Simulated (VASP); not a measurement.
Here is a VASP 6.6.1 calculation.

File INCAR:

```
SYSTEM = TaAs3
PREC = Accurate
ENCUT = 520
EDIFF = 1E-6
ISMEAR = 0
SIGMA = 0.1
LREAL = .False.
LASPH = .True.
NELM = 80
ALGO = Normal
ISIF = 2
LWAVE = .False.
LCHARG = .True.
GGA = PE
LELF = .True.
LVHAR = .True.
NBANDS = 36
```

Contents of KPOINTS:

```
regular mesh
0
Gamma
  8 8 6
  0 0 0
```

POSCAR

```
TaAs3
1.0
    4.4459932889      0.0000000000      0.0000000000
    0.0000000000      5.1134382395      0.0000000000
    0.0000000000      0.0000000000      6.5804856602
Ta As
2 6
Direct
    0.0000000000      0.0000000000      0.7356569942
    0.5000000000      0.5000000000      0.2643430058
    0.0000000000      0.2401258582      0.1372459643
    0.0000000000      0.7598741418      0.1372459643
    0.5000000000      0.7401258582      0.8627540357
    0.5000000000      0.2598741418      0.8627540357
    0.5000000000      0.0000000000      0.4540449006
    0.0000000000      0.5000000000      0.5459550994
```

Potentials or basis: VASP PAW PBE potentials, release 64 (Ta_pv, As).

The run is started by

```bash
$ cat potpaw_PBE.64/Ta_pv/POTCAR potpaw_PBE.64/As/POTCAR > POTCAR
$ mpirun -np 1 vasp_std > vasp.out
```

(1) What does it give for the pressure?

(2) Predict the band gap on the k mesh.

Results:

(1) 0.3 GPa.

(2) zero (band 26 reaches 6.69 eV, above the bottom of band 27 at 5.82 eV).

Caveat: spin-orbit coupling is left out, which moves the levels of the heavy elements.
